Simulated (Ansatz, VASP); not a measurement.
# Ta in VASP and in Ansatz

```
CELL_PARAMETERS angstrom
4.95759 0.00000 0.00000
-2.47879 4.29340 0.00000
0.00000 0.00000 2.78365
ATOMIC_POSITIONS crystal
Ta 0.00000 0.00000 0.00000
Ta 0.33333 0.66667 0.50000
Ta 0.66667 0.33333 0.50000
```

Alike in both runs: task single point; functional RPBE; k mesh 9 × 9 × 13; occupations fermi-dirac, width 0.1 eV; no spin polarisation.

```csv
,VASP,Ansatz
version,VASP 6.6.1,Ansatz 0.2.0
potentials or method,"VASP PAW PBE potentials, release 64 (Ta_pv), cutoff 520 eV","plane waves (420 eV) with PAW, scalar-relativistic"
valence electrons in the cell,33,39
```

VASP gave:

* pressure (GPa): -6.5
* traceless stress, the component that is largest in VASP (GPa): -0.57

**Question.** Which values does Ansatz return?

**Answer.** Pressure (GPa): -6.5; traceless stress, the component that is largest in VASP (GPa): -0.61.

VASP's potentials were made for PBE, not for RPBE. With one functional, cell and mesh, what is left measures potentials, basis and numerics. VASP's potentials hold 33 valence electrons a cell and Ansatz's 39, so a difference there can come from the potentials and not from the codes.

Neither program's run includes spin-orbit coupling.
